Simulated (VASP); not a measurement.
BeTe, 2 atoms in the cell. It takes space group F-43m (No. 216, cubic). Conventional cell: a = 5.657 Å, b = 5.657 Å, c = 5.657 Å, α = 90.00°, β = 90.00°, γ = 90.00°. Within 3.2 Å of Be (site symmetry -43m) lie 4 Te at 2.45 Å. Within 3.2 Å of Te (site symmetry -43m) lie 4 Be at 2.45 Å. 

```yaml
Program: VASP 6.6.1
Task: single point
Functional: r2SCAN
Potentials_or_basis: VASP PAW PBE potentials, release 64 (Be, Te)
Cutoff: 520 eV
k_mesh: 8 × 8 × 8
Occupations: fermi-dirac, width 0.02 eV
Spin: no spin polarisation
Dipole_correction: no
Further_INCAR_settings: ALGO = Normal; EDIFF = 1e-07; NBANDS = 11
```

Potentials or basis: VASP PAW PBE potentials, release 64 (Be, Te).

Launch:

```bash
$ cat potpaw_PBE.64/Be/POTCAR potpaw_PBE.64/Te/POTCAR > POTCAR
$ cp INCAR.step1 INCAR
$ mpirun -np 1 vasp_std > vasp.out
$ cp INCAR.step2 INCAR
$ mpirun -np 1 vasp_std > vasp.out
```

Hardware: 1 thread of Intel(R) Xeon(R) Platinum 8259CL CPU @ 2.50GHz (Skylake/Cascade Lake), on a shared host.

How long does it take, and how much memory?

Wall time 63 s on 1 thread of Intel(R) Xeon(R) Platinum 8259CL CPU @ 2.50GHz (Skylake/Cascade Lake) (shared host), peak memory 0.18 GiB. Counts: k points 29.
